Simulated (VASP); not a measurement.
# ZrH2 (Fm-3m) in VASP: notebook

The runs below take ZrH2 through single point, with LDA.

Program: VASP 6.6.1. These are calculated values, not measurements. Logs are shortened: lines on timing, memory, paths and dates and some standing lists are left out, and cuts for length are marked.

### 1 The cell of the first run

The structure is cubic, space group Fm-3m (No. 225). Conventional cell: a = 4.451 Å, b = 4.451 Å, c = 4.451 Å, α = 90.00°, β = 90.00°, γ = 90.00°. Within 2.6 Å of Zr (site symmetry m-3m) lie 8 H at 1.93 Å. Within 2.6 Å of H (site symmetry -43m) lie 4 Zr at 1.93 Å and 6 H at 2.23 Å.

### 2 Single point, LDA

Input file INCAR:

```
SYSTEM = ZrH2
PREC     = Accurate       ! precision mode
ENCUT    = 520            ! plane-wave cutoff, eV
EDIFF    = 1E-6           ! SCF threshold, eV
ISMEAR   = 0              ! smearing method
SIGMA    = 0.02           ! smearing width, eV
LREAL    = .False.        ! projectors in reciprocal space
LASPH    = .True.         ! aspherical terms in the spheres
NELM     = 60             ! most SCF steps
ALGO     = Normal         ! electronic algorithm
ISIF     = 2              ! what is computed and relaxed
LWAVE    = .False.        ! write WAVECAR
LCHARG   = .True.         ! write CHGCAR
GGA      = CA             ! functional
LELF     = .True.         ! ELF
LVHAR    = .True.       
NBANDS   = 14             ! bands
```

Input file KPOINTS:

```
Automatic mesh
0
Gamma
  5 5 5
  0 0 0
```

Input file POSCAR:

```
ZrH2
1.0
    3.1475934929      0.0000000000      0.0000000000
    1.5737967464      2.7258959256      0.0000000000
    1.5737967464      0.9086319752      2.5699993251
Zr H
1 2
Direct
    0.0000000000      0.0000000000      0.0000000000
    0.7500000000      0.7500000000      0.7500000000
    0.2500000000      0.2500000000      0.2500000000
```

Potentials or basis: VASP PAW LDA potentials, release 64 (Zr_sv, H).

Run with:

```
$ cat potpaw_LDA.64/Zr_sv/POTCAR potpaw_LDA.64/H/POTCAR > POTCAR
$ mpirun -np 1 vasp_std > vasp.out
```

OUTCAR:

```text
SYSTEM = ZrH2
   PREC = Accurate
   ENCUT = 520
   EDIFF = 1E-6
   ISMEAR = 0
   LREAL = .False.
   LASPH = .True.
   NELM = 60
   ISIF = 2
   GGA = CA

 ion  position               nearest neighbor table
   1  0.000  0.000  0.000-   2 1.93   3 1.93   2 1.93   3 1.93   3 1.93   2 1.93   2 1.93   3 1.93

   2  0.750  0.750  0.750-   1 1.93   1 1.93   1 1.93   1 1.93
   3  0.250  0.250  0.250-   1 1.93   1 1.93   1 1.93   1 1.93

  LATTYP: Found a face centered cubic cell.
 ALAT       =     4.4513694064

  Lattice vectors:

 A1 = (   3.1475934929,   0.0000000000,   0.0000000000)
 A2 = (   1.5737967464,   2.7258959256,   0.0000000000)
 A3 = (   1.5737967464,   0.9086319752,   2.5699993251)

Analysis of symmetry for initial positions (statically):
=====================================================================
 Subroutine PRICEL returns:
 Original cell was already a primitive cell.

 Routine SETGRP: Setting up the symmetry group for a
 face centered cubic supercell.

 Subroutine GETGRP returns: Found 48 space group operations
 (whereof 48 operations were pure point group operations)
 out of a pool of 48 trial point group operations.

The static configuration has the point symmetry O_h .

Analysis of symmetry for dynamics (positions and initial velocities):
=====================================================================
 Subroutine PRICEL returns:
 Original cell was already a primitive cell.

 Routine SETGRP: Setting up the symmetry group for a
 face centered cubic supercell.

 Subroutine GETGRP returns: Found 48 space group operations
 (whereof 48 operations were pure point group operations)
 out of a pool of 48 trial point group operations.

The dynamic configuration has the point symmetry O_h .

 Subroutine INISYM returns: Found 48 space group operations
 (whereof 48 operations are pure point group operations),
 and found     1 'primitive' translations

----------------------------------------------------------------------------------------

                                     Primitive cell

  volume of cell :      22.0506

  direct lattice vectors                    reciprocal lattice vectors
     3.147593493  0.000000000  0.000000000     0.317703033 -0.183425932 -0.129701720
     1.573796746  2.725895926  0.000000000     0.000000000  0.366851863 -0.129701720
     1.573796746  0.908631975  2.569999325     0.000000000  0.000000000  0.389105161

  length of vectors
     3.147593493  3.147593493  3.147593493     0.389105161  0.389105161  0.389105161

  position of ions in fractional coordinates (direct lattice)
     0.000000000  0.000000000  0.000000000
     0.750000000  0.750000000  0.750000000
     0.250000000  0.250000000  0.250000000

  ion indices of the primitive-cell ions
   primitive index   ion index
                 1           1
                 2           2
                 3           3

----------------------------------------------------------------------------------------

 KPOINTS: Automatic mesh

Automatic generation of k-mesh.
 Grid dimensions read from file:
 generate k-points for:    5    5    5

 Generating k-lattice:

  Cartesian coordinates                     Fractional coordinates (reciprocal lattice)
     0.063540607 -0.036685186 -0.025940344     0.200000000  0.000000000 -0.000000000
     0.000000000  0.073370373 -0.025940344     0.000000000  0.200000000  0.000000000
     0.000000000  0.000000000  0.077821032     0.000000000  0.000000000  0.200000000

  Length of vectors
     0.077821032  0.077821032  0.077821032

  Shift w.r.t. Gamma in fractional coordinates (k-lattice)
     0.000000000  0.000000000  0.000000000

 Subroutine IBZKPT returns following result:
 ===========================================

 Found     10 irreducible k-points:

 Following reciprocal coordinates:
            Coordinates               Weight
  0.000000  0.000000  0.000000      1.000000
  0.200000  0.000000 -0.000000      8.000000
  0.400000  0.000000  0.000000      8.000000
  0.200000  0.200000  0.000000      6.000000
  0.400000  0.200000  0.000000     24.000000
 -0.400000  0.200000 -0.000000     24.000000
 -0.200000  0.200000  0.000000     12.000000
  0.400000  0.400000  0.000000      6.000000
 -0.400000  0.400000 -0.000000     12.000000
 -0.400000  0.400000  0.200000     24.000000
   k-points           NKPTS =     10   k-points in BZ     NKDIM =     10   number of bands    NBANDS=     14
   number of dos      NEDOS =    301   number of ions     NIONS =      3
   total plane-waves  NPLWV =  13824
   dimension x,y,z NGX =    24 NGY =   24 NGZ =   24
   dimension x,y,z NGXF=    48 NGYF=   48 NGZF=   48
   ions per type =               1   2
   NGX,Y,Z   is equivalent  to a cutoff of  12.68, 12.68, 12.68 a.u.
   NGXF,Y,Z  is equivalent  to a cutoff of  25.35, 25.35, 25.35 a.u.
 SYSTEM =  ZrH2
   PREC   = accura    normal or accurate (medium, high low for compatibility)
   ISTART =      0    job   : 0-new  1-cont  2-samecut
   ICHARG =      2    charge: 1-file 2-atom 10-const
   ISPIN  =      1    spin polarized calculation?
   LNONCOLLINEAR =      F non collinear calculations
   LSORBIT =      F    spin-orbit coupling
   LASPH  =      T    aspherical Exc in radial PAW
   ENCUT  =  520.0 eV  38.22 Ry    6.18 a.u.   5.85  5.85  5.85*2*pi/ulx,y,z
   NELM   =     60;   NELMIN=  2; NELMDL= -5     # of ELM steps
   EDIFF  = 0.1E-05   stopping-criterion for ELM
   LREAL  =      F    real-space projection
   EDIFFG = 0.1E-04   stopping-criterion for IOM
   NSW    =      0    number of steps for IOM
   IBRION =     -1    ionic relax: 0-MD 1-quasi-New 2-CG
   NFREE  =      0    steps in history (QN), initial steepest desc. (CG)
   ISIF   =      2    stress and relaxation
   ISYM   =      2    0-nonsym 1-usesym 2-fastsym
   POTIM  = 0.5000    time-step for ionic-motion
   TEBEG  =    0.0;   TEEND  =   0.0 temperature during run
   PSTRESS=    0.0 pullay stress
   NELECT =      14.0000    total number of electrons
   NUPDOWN=      -1.0000    fix difference up-down
   EMIN   =  10.00;   EMAX   =-10.00  energy-range for DOS
   EFERMI =   0.00;   METHOD = LEGACY
   ISMEAR =     0;   SIGMA  =   0.02  broadening in eV -4-tet -1-fermi 0-gaus
   EFERMI_NEDOS =   21; number of points for ismear=-14 and -15
   IALGO  =     38    algorithm
   IMIX   =      4    mixing-type and parameters
     AMIX     =   0.40;   BMIX     =  1.00
     AMIX_MAG =   1.60;   BMIX_MAG =  1.00
  volume/ion in A,a.u.               =       7.35        49.60
  Fermi-wavevector in a.u.,A,eV,Ry     =   1.407053  2.658945 26.936799  1.979799
  Thomas-Fermi vector in A             =   2.529351
   LORBIT       =      0    0 simple, 1 ext, 2 COOP (PROOUT), +10 PAW based schemes
   GGA     = CA    functional components
   LHFCALC =     F    Hartree Fock is set to
   AEXX    =    0.0000 exact exchange contribution
   IVDW    =     0    specifies the selected vdW correction
   LEPSILON=     F    determine dielectric tensor
   LRPA    =     F    only Hartree local field effects (RPA)
 non-spin polarized calculation
 Gauss-broadening in eV      SIGMA  =   0.02
  energy-cutoff  :      520.00
  volume of cell :       22.05
 maximum number of plane-waves:       609
   NGX = 11   NGY = 11   NGZ = 11

 number of electron      13.9999999 magnetization

 Free energy of the ion-electron system (eV)
  ---------------------------------------------------
  ext. energy  EPLUGINS =         0.00000000
  ---------------------------------------------------
  free energy    TOTEN  =       -17.80610092 eV

  energy without entropy =      -17.80495045  energy(sigma->0) =      -17.80552569

 E-fermi :  10.8197     XC(G=0): -12.4552

 val. band max:       10.5811515026   @ k =   0.4000   0.0000   0.0000
 cond. band min:      10.8292770954   @ k =   0.2000   0.0000  -0.0000
 fundamental gap:      0.2481255929
 Fermi energy:        10.8197384439

 k-point     1 :       0.0000    0.0000    0.0000
  band No.  band energies     occupation
      1     -37.6620      2.00000
      2     -15.2889      2.00000
      3     -15.2889      2.00000
      4     -15.2889      2.00000
      5       0.4309      2.00000
      6       9.4753      2.00000
      7      10.3605      2.00000
      8      10.3605      2.00000
      9      10.3605      2.00000
     10      13.8028      0.00000
     11      13.8028      0.00000
     12      23.3597      0.00000
     13      24.2544      0.00000
     14      24.2544      0.00000

 k-point     2 :       0.2000    0.0000   -0.0000
  band No.  band energies     occupation
      1     -37.5876      2.00000
      2     -15.8336      2.00000
      3     -15.3490      2.00000
      4     -15.3490      2.00000
      5       1.5957      2.00000
      6       6.3718      2.00000
      7      10.8293      0.50000
      8      10.8293      0.50000
      9      13.4546      0.00000
     10      13.4546      0.00000
     11      14.9411      0.00000
     12      19.8806      0.00000
     13      26.8347      0.00000
     14      26.8347      0.00000

 k-point     3 :       0.4000    0.0000    0.0000
  band No.  band energies     occupation
      1     -37.4643      2.00000
      2     -16.6290      2.00000
      3     -15.4444      2.00000
      4     -15.4444      2.00000
      5       2.4434      2.00000
      6       6.4918      2.00000
      7      10.5812      2.00000
      8      10.5812      2.00000
      9      15.0891      0.00000
     10      15.0891      0.00000
     11      15.9332      0.00000
     12      20.6169      0.00000
     13      24.0434      0.00000
     14      25.1968      0.00000
[... 86 lines left out ...]
 k-point     9 :      -0.4000    0.4000   -0.0000
  band No.  band energies     occupation
      1     -37.3734      2.00000
      2     -16.5560      2.00000
      3     -16.0067      2.00000
      4     -15.6913      2.00000
      5       3.5934      2.00000
      6       6.1534      2.00000
      7       7.3232      2.00000
      8      14.0852      0.00000
      9      15.3589      0.00000
     10      17.1300      0.00000
     11      17.4787      0.00000
     12      21.8330      0.00000
     13      22.2592      0.00000
     14      23.6027      0.00000

 k-point    10 :      -0.4000    0.4000    0.2000
  band No.  band energies     occupation
      1     -37.3889      2.00000
      2     -16.4179      2.00000
      3     -16.0516      2.00000
      4     -15.6860      2.00000
      5       4.3771      2.00000
      6       4.9554      2.00000
      7       8.2113      2.00000
      8      12.6516      0.00000
      9      14.7370      0.00000
     10      17.0780      0.00000
     11      19.7317      0.00000
     12      19.7334      0.00000
     13      22.7375      0.00000
     14      24.2572      0.00000

------------------------ aborting loop because EDIFF is reached ----------------------------------------

  FORCE on cell =-STRESS in cart. coord.  units (eV):
  Direction    XX          YY          ZZ          XY          YZ          ZX
  --------------------------------------------------------------------------------------
  -------------------------------------------------------------------------------------
  Total        5.5320941      5.5320941      5.5320941     -0.0000000     -0.0000000     -0.0000000
  in kB      401.9566545    401.9566545    401.9566545     -0.0000000     -0.0000000     -0.0000000
  external PRESSURE =     401.9566545 kB  Pullay stress =       0.0000000 kB

 VOLUME and BASIS-vectors are now :
 -----------------------------------------------------------------------------
  energy-cutoff  :      520.00
  volume of cell :       22.05
      direct lattice vectors                 reciprocal lattice vectors
     3.147593493  0.000000000  0.000000000     0.317703033 -0.183425932 -0.129701720
     1.573796746  2.725895926  0.000000000     0.000000000  0.366851863 -0.129701720
     1.573796746  0.908631975  2.569999325     0.000000000  0.000000000  0.389105161

 POSITION                                       TOTAL-FORCE (eV/Angst)
 -----------------------------------------------------------------------------------
      0.00000      0.00000      0.00000         0.000000      0.000000      0.000000
      4.72139      2.72590      1.92750         0.000000      0.000000     -0.000000
      1.57380      0.90863      0.64250        -0.000000     -0.000000      0.000000
 -----------------------------------------------------------------------------------
    total drift:                                0.000000     -0.000000     -0.000000

  FREE ENERGIE OF THE ION-ELECTRON SYSTEM (eV)
  ---------------------------------------------------
  free  energy   TOTEN  =       -17.8061009238 eV

  energy  without entropy=      -17.8049504497  energy(sigma->0) =      -17.80552569
```

Wall time 2.9 s (1 thread of Intel Xeon Platinum 8488C (Sapphire Rapids), shared host); peak memory 0.12 GiB.

What came out:

```yaml
Free_energy: -17.8061 eV
Pressure: 40.2 GPa
Band_gap_on_the_k_mesh: zero (band 7 reaches 11.27 eV, above the bottom of band 8 at 10.36 eV)
```

Caveat: the k points lie up to 0.49 Å⁻¹ apart.

(Continued in part 2 of 2.)
